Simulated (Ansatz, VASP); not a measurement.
## Two plane-wave programs on RbBr

```xyz
2
Lattice="4.3324 0.0000 0.0000 0.0000 4.3324 0.0000 0.0000 0.0000 4.0229" Properties=species:S:1:pos:R:3 pbc="T T T"
Rb    0.0000    0.0000    0.0000
Br    2.1662    2.1662    2.0115
```

Change from the starting cell: strain +0.050 along x and y, -0.025 along z, atoms carried along.

Alike in both runs: task single point; functional PBEsol; k mesh 6 × 6 × 6; occupations gaussian, width 0.05 eV; no spin polarisation.

|  | VASP | Ansatz |
| --- | --- | --- |
| version | VASP 6.6.1 | Ansatz 0.2.0 |
| potentials or method | VASP PAW PBE potentials, release 64 (Rb_sv, Br), cutoff 520 eV | scalar-relativistic, plane waves, PAW |
| valence electrons in the cell | 16 | 16 |

```csv
,VASP,Ansatz,Ansatz less VASP
gap on the k mesh at the Fermi level (eV),3.43,3.43,+0.001
least direct gap on the mesh (eV),3.55,3.55,0.000
pressure (GPa),-1.4,-1.4,-0.03
"traceless stress, the component that is largest in VASP (GPa)",1.35,1.35,0.000
```

VASP's potentials were made for PBE, not for PBEsol.
